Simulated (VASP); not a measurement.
# Ir (P6_3/mmc) in VASP: a series of runs, part 2 of 2

VASP 6.6.1. Earlier steps stand in the parts before.

## Step 4: Single point, PBE+D3(BJ)

This run uses another cell than the first one, of 14.63 Å³/atom, 1.030 times its volume.

The input, INCAR:

```
PREC = Accurate
ENCUT = 520
EDIFF = 1E-6
ISMEAR = -1
SIGMA = 0.05
LREAL = F
LASPH = T
NELM = 100
ALGO = Normal
ISIF = 2
LWAVE = F
LCHARG = F
GGA = PE
IVDW = 12
NBANDS = 16
```

The input, KPOINTS:

```
Automatic mesh
0
Gamma
  11 11 6
```

The input, POSCAR:

```
Ir
1.0
    2.7513778946      0.0000000000      0.0000000000
   -1.3756889473      2.3827631521      0.0000000000
    0.0000000000      0.0000000000      4.4622900000
Ir
2
Direct
    0.3333333333      0.6666666667      0.2500000000
    0.6666666667      0.3333333333      0.7500000000
```

Potentials or basis: VASP PAW PBE potentials, release 64 (Ir).

Command:

```sh
$ cat potpaw_PBE.64/Ir/POTCAR > POTCAR
$ mpirun -np 1 vasp_std > vasp.out
```

OUTCAR:

```text
PREC = Accurate
   ENCUT = 520
   EDIFF = 1E-6
   ISMEAR = -1
   LREAL = F
   LASPH = T
   NELM = 100
   ISIF = 2
   GGA = PE
   IVDW = 12
 IVDW          = 12

 ion  position               nearest neighbor table
   1  0.333  0.667  0.250-   2 2.74   2 2.74   2 2.74   2 2.74   2 2.74   2 2.74
   2  0.667  0.333  0.750-   1 2.74   1 2.74   1 2.74   1 2.74   1 2.74   1 2.74

  LATTYP: Found a hexagonal cell.
 ALAT       =     2.7513778946
 C/A-ratio  =     1.6218382828

  Lattice vectors:

 A1 = (   2.7513778946,   0.0000000000,   0.0000000000)
 A2 = (  -1.3756889473,   2.3827631521,   0.0000000000)
 A3 = (   0.0000000000,   0.0000000000,   4.4622900000)

Analysis of symmetry for initial positions (statically):
=====================================================================
 Subroutine PRICEL returns:
 Original cell was already a primitive cell.

 Routine SETGRP: Setting up the symmetry group for a
 hexagonal supercell.

 Subroutine GETGRP returns: Found 24 space group operations
 (whereof 12 operations were pure point group operations)
 out of a pool of 24 trial point group operations.

The static configuration has the point symmetry D_3d.
 The point group associated with its full space group is D_6h.

Analysis of symmetry for dynamics (positions and initial velocities):
=====================================================================
 Subroutine PRICEL returns:
 Original cell was already a primitive cell.

 Routine SETGRP: Setting up the symmetry group for a
 hexagonal supercell.

 Subroutine GETGRP returns: Found 24 space group operations
 (whereof 12 operations were pure point group operations)
 out of a pool of 24 trial point group operations.

The dynamic configuration has the point symmetry D_3d.
 The point group associated with its full space group is D_6h.

 Subroutine INISYM returns: Found 24 space group operations
 (whereof 12 operations are pure point group operations),
 and found     1 'primitive' translations

[... 114 lines left out ...]
     AMIX_MAG =   1.60;   BMIX_MAG =  1.00
  volume/ion in A,a.u.               =      14.63        98.71
  Fermi-wavevector in a.u.,A,eV,Ry     =   1.392417  2.631287 26.379323  1.938826
  Thomas-Fermi vector in A             =   2.516162
   LORBIT       =      0    0 simple, 1 ext, 2 COOP (PROOUT), +10 PAW based schemes
   GGA     = PE    functional components
   LHFCALC =     F    Hartree Fock is set to
   AEXX    =    0.0000 exact exchange contribution
   IVDW    =    12    specifies the selected vdW correction
   LEPSILON=     F    determine dielectric tensor
   LRPA    =     F    only Hartree local field effects (RPA)
 non-spin polarized calculation
  energy-cutoff  :      520.00
  volume of cell :       29.25
 maximum number of plane-waves:       796
   NGX = 11   NGY = 11   NGZ = 17

 number of electron      18.0000000 magnetization

 Free energy of the ion-electron system (eV)
  ---------------------------------------------------
  ext. energy  EPLUGINS =         0.00000000
  ---------------------------------------------------
  free energy    TOTEN  =       -17.53611099 eV

  energy without entropy =      -17.51029353  energy(sigma->0) =      -17.52320226

 E-fermi :   9.9318     XC(G=0): -13.7905

 val. band max:        9.9207315012   @ k =   0.3636   0.1818   0.1667
 cond. band min:       9.9395124693   @ k =   0.2727   0.0909   0.3333
 fundamental gap:      0.0187809681
 Fermi energy:         9.9317795907

 k-point     1 :       0.0000    0.0000    0.0000
  band No.  band energies     occupation
      1      -0.9271      2.00000
      2       2.1085      2.00000
      3       6.1878      2.00000
      4       6.2920      2.00000
      5       6.2920      2.00000
      6       6.9161      2.00000
[... 433 lines left out ...]
      3       4.8256      2.00000
      4       5.0538      2.00000
      5       6.0086      2.00000
      6       6.6048      2.00000
[... 8 lines left out ...]
     15      25.0482      0.00000
     16      26.4447      0.00000

 [... further k-points ...]

------------------------ aborting loop because EDIFF is reached ----------------------------------------

 Edisp (eV)   -1.41998

 E8    (eV) :    -0.6619

  FORCE on cell =-STRESS in cart. coord.  units (eV):
  Direction    XX          YY          ZZ          XY          YZ          ZX
  --------------------------------------------------------------------------------------
  -------------------------------------------------------------------------------------
  Total      -1.60999    -1.60999    -1.67724    -0.00000     0.00000     0.00000
  in kB     -88.17465   -88.17465   -91.85794    -0.00000     0.00000     0.00000
  external pressure =      -89.40 kB  Pullay stress =        0.00 kB

 VOLUME and BASIS-vectors are now :
 -----------------------------------------------------------------------------
  energy-cutoff  :      520.00
  volume of cell :       29.25
      direct lattice vectors                 reciprocal lattice vectors
     2.751377895  0.000000000  0.000000000     0.363454254  0.209840411  0.000000000
    -1.375688947  2.382763152  0.000000000     0.000000000  0.419680823  0.000000000
     0.000000000  0.000000000  4.462290000     0.000000000  0.000000000  0.224100182

 POSITION                                       TOTAL-FORCE (eV/Angst)
 -----------------------------------------------------------------------------------
     -0.00000      1.58851      1.11557        -0.000000      0.000000      0.000000
      1.37569      0.79425      3.34672         0.000000      0.000000      0.000000
 -----------------------------------------------------------------------------------
    total drift:                                0.000000     -0.000000     -0.000000

  FREE ENERGIE OF THE ION-ELECTRON SYSTEM (eV)
  ---------------------------------------------------
  free  energy   TOTEN  =       -18.9560869955 eV

  energy  without entropy=      -18.9302695348  energy(sigma->0) =      -18.94317827
```

It took 28 s on 1 thread of Intel Xeon Platinum 8375C at 2.90GHz (Ice Lake), shared host; peak memory 0.16 GiB.

Results:

```yaml
Free_energy: -18.9561 eV
Pressure: -8.9 GPa
Band_gap_on_the_k_mesh: zero (band 9 reaches 10.85 eV, above the bottom of band 10 at 7.79 eV)
Dispersion_energy_per_atom: -0.710 eV
```

Stress tensor (GPa, compression positive):
```
-8.82  0.00  0.00
 0.00 -8.82  0.00
 0.00  0.00 -9.19
```

Caveat: three body term missing; spin-orbit coupling is left out, which moves the levels of the heavy elements; pairwise dispersion overbinds metals, which lowers pressure and volume.

## Step 5: Relaxation of cell and atoms, PBE

This run uses another cell than the first one, of 14.63 Å³/atom, 1.030 times its volume.

The input, INCAR:

```
SYSTEM = Ir
ALGO = Normal
EDIFF = 1E-7
EDIFFG = -0.01
ENCUT = 600
GGA = PE
IBRION = 2
ISIF = 3
ISMEAR = -1
LASPH = .TRUE.
LCHARG = .FALSE.
LREAL = .FALSE.
LWAVE = .FALSE.
NELM = 80
NSW = 60
PREC = Accurate
SIGMA = 0.05
```

The input, KPOINTS:

```
k-points
0
G
  11 11 6
  0 0 0
```

POSCAR is that of step 4.

Command:

```sh
$ cat potpaw_PBE.64/Ir/POTCAR > POTCAR
$ mpirun -np 1 vasp_std > vasp.out
```

Run time: 77 s. Hardware: 1 thread of Intel Xeon Platinum 8375C at 2.90GHz (Ice Lake), shared host; peak memory 0.17 GiB.

It converged, with:

* Free energy: -17.5367 eV
* Relaxed volume: 14.60 Å³/atom
* Relaxed cell: a = 2.751 Å, b = 2.751 Å, c = 4.455 Å, α = 90.00°, β = 90.00°, γ = 120.00°
* Space group after relaxing (to 0.05 Å): P6_3/mmc (No. 194)
* Energy gained by relaxing: 0.1 meV/atom
* Ionic steps: 5
* Pressure after relaxing: 0.0 GPa
* Band gap on the k mesh: zero (band 9 reaches 10.90 eV, above the bottom of band 10 at 7.81 eV)

Step by step:
```csv
step,energy change (eV),largest force (eV/Å),pressure (GPa),volume (Å³)
1,0.0000,0.0000,-0.74,29.25
2,0.0016,0.0000,2.68,28.97
3,-0.0002,0.0000,0.04,29.19
4,-0.0002,0.0000,0.02,29.19
5,-0.0002,0.0000,0.00,29.19
```

Final structure:
```
Ir
1.0
     2.75055    0.00000    0.00000
    -1.37528    2.38205    0.00000
     0.00000    0.00000    4.45547
Ir
2
Direct
  0.33333 0.66667 0.25000
  0.66667 0.33333 0.75000
```

Levels at points of the mesh, in eV from the Fermi level:
| k point | band 5 | band 6 | band 7 | band 8 | band 9 | band 10 | band 11 | band 12 | band 13 |
| --- | --- | --- | --- | --- | --- | --- | --- | --- | --- |
| (0.00, 0.00, 0.00) | -3.65 | -3.03 | -3.03 | -2.28 | -2.28 | -0.71 | 0.27 | 0.27 | 6.83 |
| (0.00, 0.00, 0.50) | -3.78 | -3.78 | -3.78 | -3.78 | -0.45 | -0.45 | -0.45 | -0.45 | 13.60 |

Caveat: spin-orbit coupling is left out, which moves the levels of the heavy elements.

## Step 6: Relaxation of cell and atoms, PBE+D3(BJ)

This run uses another cell than the first one, of 14.63 Å³/atom, 1.030 times its volume.

The input, INCAR:

```
  ALGO = Fast
  EDIFF = 1E-6
  EDIFFG = -0.01
  ENCUT = 600
  GGA = PE
  IBRION = 2
  ISIF = 3
  ISMEAR = -1
  IVDW = 12
  LASPH = T
  LCHARG = F
  LREAL = F
  LWAVE = F
  NELM = 60
  NSW = 60
  PREC = Accurate
  SIGMA = 0.05
```

The input, KPOINTS:

```
k-points
0
Gamma
  11 11 6
```

POSCAR is that of step 5.

Potentials or basis: VASP PAW PBE potentials, release 64 (Ir).

Command:

```sh
$ cat potpaw_PBE.64/Ir/POTCAR > POTCAR
$ mpirun -np 1 vasp_std > vasp.out
```

Run time: 89 s. Hardware: 1 thread of Intel Xeon Platinum 8375C at 2.90GHz (Ice Lake), shared host; peak memory 0.19 GiB.

It converged, with:

```yaml
Free_energy: -18.9774 eV
Relaxed_volume: 14.26 Å³/atom
Relaxed_cell: a = 2.728 Å, b = 2.728 Å, c = 4.423 Å, α = 90.00°, β = 90.00°, γ = 120.00°
Space_group_after_relaxing_to_0.05_Å: P6_3/mmc (No. 194)
Energy_gained_by_relaxing: 10.5 meV/atom
Ionic_steps: 4
Pressure_after_relaxing: 0.1 GPa
Band_gap_on_the_k_mesh: zero (band 9 reaches 11.34 eV, above the bottom of band 10 at 8.14 eV)
Dispersion_energy_per_atom: -0.729 eV
```

The path:
| step | energy change (eV) | largest force (eV/Å) | pressure (GPa) | volume (Å³) |
| --- | --- | --- | --- | --- |
| 1 | 0.0000 | 0.0000 | -8.95 | 29.25 |
| 2 | 0.3101 | 0.0000 | 45.18 | 25.93 |
| 3 | -0.0209 | 0.0000 | -0.42 | 28.55 |
| 4 | -0.0209 | 0.0000 | 0.09 | 28.52 |

Final structure:
```cif
data_structure
_symmetry_space_group_name_H-M 'P 1'
_symmetry_Int_Tables_number 1
_cell_length_a 2.7284
_cell_length_b 2.7284
_cell_length_c 4.4235
_cell_angle_alpha 90.000
_cell_angle_beta 90.000
_cell_angle_gamma 120.000
_cell_volume 28.52
loop_
_atom_site_label
_atom_site_type_symbol
_atom_site_fract_x
_atom_site_fract_y
_atom_site_fract_z
_atom_site_occupancy
Ir1 Ir 0.33333 0.66667 0.25000 1
Ir2 Ir 0.66667 0.33333 0.75000 1
```

Levels at points of the mesh, in eV from the Fermi level:
```
           k point  band 5  band 6  band 7  band 8  band 9  band 10  band 11  band 12  band 13
(0.00, 0.00, 0.00)   -3.79   -3.14   -3.14   -2.35   -2.35    -0.79     0.28     0.28     7.03
(0.00, 0.00, 0.50)   -3.92   -3.92   -3.92   -3.92   -0.46    -0.46    -0.46    -0.46    13.63
```

Caveat: spin-orbit coupling is left out, which moves the levels of the heavy elements; pairwise dispersion overbinds metals, which lowers pressure and volume.

## Step 7: Summary

```tsv
task	level	cell	cutoff (eV)	gap on the mesh (eV)	pressure (GPa)	relaxed volume (Å³/atom)
single point	PBE+D4	a = 2.725, b = 2.725, c = 4.417 Å, angles 90.0, 90.0, 120.0°, 2 atoms	520	none	0.6	-
single point	PBE	a = 2.749, b = 2.749, c = 4.453 Å, angles 90.0, 90.0, 120.0°, 2 atoms	520	none	0.5	-
single point	PBE+D3(BJ)	a = 2.751, b = 2.751, c = 4.462 Å, angles 90.0, 90.0, 120.0°, 2 atoms	520	none	-8.9	-
relaxation of cell and atoms	PBE	relaxed from a = 2.751, b = 2.751, c = 4.462 Å, angles 90.0, 90.0, 120.0°, 2 atoms	600	none	0.0	14.60
relaxation of cell and atoms	PBE+D3(BJ)	relaxed from a = 2.751, b = 2.751, c = 4.462 Å, angles 90.0, 90.0, 120.0°, 2 atoms	600	none	0.1	14.26
```

Alike in all rows: potentials or basis VASP PAW PBE potentials, release 64 (Ir); no spin polarisation; k mesh 11 × 11 × 6; smearing fermi-dirac 0.05 eV.

Caveats: spin-orbit coupling is left out, which moves the levels of the heavy elements; pairwise dispersion overbinds metals, which lowers pressure and volume (some runs); three body term missing (some runs).

Total energies depend on the potentials used, so only differences within one code and one set of settings carry meaning.
